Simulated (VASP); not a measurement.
Input of a VASP 6.6.1 run:

The input INCAR:

```
  PREC = Accurate
  ENCUT = 520
  EDIFF = 1E-6
  ISMEAR = -1
  SIGMA = 0.03
  LREAL = False
  LASPH = True
  NELM = 80
  ALGO = Normal
  ISIF = 2
  LWAVE = False
  LCHARG = False
  GGA = PE
  NBANDS = 26
```

KPOINTS

```
regular mesh
0
Gamma
  9 9 8
```

Contents of POSCAR:

```
AgCl
1.0
    1.8456240398     -5.4814969051      0.0000000000
    1.8456240398      5.4814969051      0.0000000000
    0.0000000000      0.0000000000      3.8710033171
Ag Cl
2 2
Direct
    0.3965554000      0.6034446000      0.7500000000
    0.6034446000      0.3965554000      0.2500000000
    0.8654487300      0.1345512700      0.2500000000
    0.1345512700      0.8654487300      0.7500000000
```

Potentials or basis: VASP PAW PBE potentials, release 64 (Ag, Cl).

The run is started by

```console
$ cat potpaw_PBE.64/Ag/POTCAR potpaw_PBE.64/Cl/POTCAR > POTCAR
$ mpirun -np 1 vasp_std > vasp.out
```

Question: Predict the largest force.

Answer: 0.037 eV/Å.

Question: What does it give for the pressure?

Answer: 4.0 GPa.

Question: What does it give for the band gap on the k mesh?

Answer: 0.49 eV (least direct gap 2.05 eV).

Stress tensor (GPa, compression positive):
```
4.24 0.00 0.00
0.00 3.60 0.00
0.00 0.00 4.30
```

Caveat: the cell stands under pressure; an odd mesh through Γ misses points on the zone boundary, where band edges can lie.
